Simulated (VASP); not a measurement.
Cd:

```
CELL_PARAMETERS angstrom
2.99860 0.00000 0.00000
-1.49930 2.59686 0.00000
0.00000 0.00000 5.65485
ATOMIC_POSITIONS crystal
Cd 0.66667 0.33333 0.75000
Cd 0.33333 0.66667 0.25000
```

Base run:

* Program: VASP 6.6.1
* Functional: PBEsol
* Potentials or basis: VASP PAW PBE potentials, release 64 (Cd)
* Cutoff: 520 eV
* k mesh: 10 × 10 × 5
* Occupations: fermi-dirac, width 0.05 eV
* Spin: no spin polarisation

Its results: band gap on the k mesh zero (band 12 reaches 3.64 eV, above the bottom of band 13 at -0.33 eV); pressure -2.3 GPa.

**Question.** The run is repeated on the same cell with these changes: functional from PBEsol to r2SCAN. What comes out?

**Answer.** Band gap on the k mesh zero (band 12 reaches 3.88 eV, above the bottom of band 13 at -0.20 eV); pressure -0.3 GPa.

Caveats: the PAW data sets were made with another functional, which shifts forces and pressure a little.
